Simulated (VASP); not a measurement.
A run of VASP 6.6.1 is set up as follows.

The input INCAR:

```
SYSTEM = MnSb
ALGO = Normal
EDIFF = 1E-7
ENCUT = 520
GGA = CA
ISIF = 2
ISMEAR = -1
ISPIN = 2
LASPH = .True.
LCHARG = .True.
LDAU = .True.
LDAUJ = 0 0
LDAUL = -1 2
LDAUPRINT = 1
LDAUTYPE = 2
LDAUU = 0 1
LELF = .True.
LMAXMIX = 4
LORBIT = 11
LREAL = .False.
LVHAR = .True.
LWAVE = .False.
MAGMOM = 0 0 4 4
NBANDS = 30
NELM = 150
PREC = Accurate
SIGMA = 0.05
```

KPOINTS

```
k-points
0
Gamma
  7 7 5
  0 0 0
```

Contents of POSCAR:

```
MnSb
1.0
    4.1500000000      0.0000000000      0.0000000000
   -2.0750000000      3.5940054257      0.0000000000
    0.0000000000      0.0000000000      5.7800000000
Sb Mn
2 2
Direct
    0.6666666667      0.3333333333      0.7500000000
    0.3333333333      0.6666666667      0.2500000000
    0.0000000000      0.0000000000      0.5000000000
    0.0000000000      0.0000000000      0.0000000000
```

Potentials or basis: VASP PAW LDA potentials, release 64 (Sb, Mn_pv).

The run is started by

```bash
$ cat potpaw_LDA.64/Sb/POTCAR potpaw_LDA.64/Mn_pv/POTCAR > POTCAR
$ mpirun -np 1 vasp_std > vasp.out
```

(1) Estimate the pressure.

(2) Predict the site moments.

(3) Estimate the net moment.

Answers

(1) -7.7 GPa.

(2) Sb -0.12; Mn +3.52 μB.

(3) 6.98 μB per cell.

Caveat: the cell stands under tension; the U is typed as a test and isn't derived for this compound.
